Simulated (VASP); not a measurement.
A run of VASP 6.6.1 is set up as follows.

File INCAR:

```
SYSTEM = Al
ALGO = Normal ; EDIFF = 1E-6
ENCUT = 500 ; GGA = PE
GGA_COMPAT = .False. ; ISIF = 2
ISMEAR = 0 ; LASPH = .True.
LCHARG = .True. ; LELF = .True.
LREAL = .False. ; LVHAR = .True.
LWAVE = .False. ; NBANDS = 10
NELM = 120 ; PREC = Accurate
SIGMA = 0.1
```

KPOINTS

```
k-points
0
Gamma
  6 6 3
  0 0 0
```

Contents of POSCAR:

```
Al
1.0
    2.8124553515      0.0000000000      0.0000000000
   -1.4062276757      2.4356577814      0.0000000000
    0.0000000000      0.0000000000      4.8668500000
Al
2
Direct
    0.6666666667      0.3333333333      0.7500000000
    0.3333333333      0.6666666667      0.2500000000
```

Potentials or basis: VASP PAW PBE potentials, release 64 (Al).

Launch:

```bash
$ cat potpaw_PBE.64/Al/POTCAR > POTCAR
$ mpirun -np 1 vasp_std > vasp.out
```

(1) Estimate the band gap on the k mesh.

(2) Estimate the pressure.

Answers

(1) zero (band 3 reaches 9.33 eV, above the bottom of band 4 at 5.68 eV).

(2) 1.9 GPa.

Caveat: the k points lie up to 0.43 Å⁻¹ apart.
